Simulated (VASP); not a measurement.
# HfB2: single point with PBE

HfB2:

```xyz
3
Lattice="3.1400 0.0000 0.0000 -1.5700 2.7193 0.0000 0.0000 0.0000 3.4800" Properties=species:S:1:pos:R:3 pbc="T T T"
Hf    0.0000    0.0000    0.0000
B     1.5700    0.9064    1.7400
B     0.0000    1.8129    1.7400
```

```
Program                : VASP 6.6.1
Task                   : single point
Functional             : PBE
Potentials or basis    : VASP PAW PBE potentials, release 64 (Hf_pv, B)
Cutoff                 : 520 eV
k mesh                 : 10 × 10 × 8
Occupations            : gaussian, width 0.03 eV
Spin                   : no spin polarisation
Dipole correction      : no
Further INCAR settings : ALGO = Normal; EDIFF = 1e-06; NBANDS = 15
```

```json
{
 "Pressure": "1.0 GPa",
 "Band gap on the k mesh": "zero (band 8 reaches 8.26 eV, above the bottom of band 9 at 7.43 eV)"
}
```

Stress tensor (GPa, compression positive):
```
0.72 0.00 0.00
0.00 0.72 0.00
0.00 0.00 1.58
```

Levels at points of the mesh, in eV from the Fermi level:
| k point | band 5 | band 6 | band 7 | band 8 | band 9 | band 10 | band 11 | band 12 |
| --- | --- | --- | --- | --- | --- | --- | --- | --- |
| (0.00, 0.00, 0.00) | -2.85 | -2.74 | -2.74 | -2.62 | 4.18 | 4.18 | 4.82 | 4.82 |
| (0.50, 0.00, 0.00) | -8.90 | -3.97 | -3.27 | -2.71 | 2.27 | 2.89 | 5.73 | 5.88 |
| (0.00, 0.00, 0.50) | -8.21 | -1.04 | -1.04 | 0.48 | 0.48 | 1.16 | 1.16 | 2.39 |
| (0.50, 0.00, 0.50) | -7.35 | -4.81 | -4.55 | -2.52 | 4.16 | 4.32 | 6.41 | 7.35 |

Run time: 33 s on 1 thread of Intel(R) Xeon(R) Platinum 8375C CPU @ 2.90GHz (Ice Lake) (shared host), peak memory 0.16 GiB.

Caveat: spin-orbit coupling is left out, which moves the levels of the heavy elements.
